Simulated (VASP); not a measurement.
A run of VASP 6.6.1 is set up as follows.

INCAR

```
SYSTEM = BN
PREC = Accurate
ENCUT = 520
EDIFF = 1E-6
ISMEAR = 0
SIGMA = 0.1
LREAL = .False.
LASPH = .True.
NELM = 60
ALGO = Normal
ISIF = 2
LWAVE = .False.
LCHARG = .False.
GGA = PE
NBANDS = 26
```

Contents of KPOINTS:

```
regular mesh
0
Gamma
  8 8 12
  0 0 0
```

File POSCAR:

```
BN
1.0
    4.7606875209      0.0000000000      0.0000000000
    0.0000000000      4.7606875209      0.0000000000
    0.0000000000      0.0000000000      3.3868837188
B N
4 4
Direct
    0.2691041110      0.0000000000      0.5000000000
    0.7308958890      0.0000000000      0.5000000000
    0.0000000000      0.2691041110      0.5000000000
    0.0000000000      0.7308958890      0.5000000000
    0.5000000000      0.0000000000      0.8122565917
    0.0000000000      0.5000000000      0.8122565917
    0.5000000000      0.0000000000      0.1877434083
    0.0000000000      0.5000000000      0.1877434083
```

Potentials or basis: VASP PAW PBE potentials, release 64 (B, N).

The run is started by

```sh
$ cat potpaw_PBE.64/B/POTCAR potpaw_PBE.64/N/POTCAR > POTCAR
$ mpirun -np 1 vasp_std > vasp.out
```

Predict the largest force.

0.062 eV/Å.

What does it give for the pressure?

0.1 GPa.

What does it give for the band gap on the k mesh?

Zero (bands 16 and 17 overlap by 2.25 eV).

Stress tensor (GPa, compression positive):
```
-0.11  0.00  0.00
 0.00 -0.11  0.00
 0.00  0.00  0.45
```
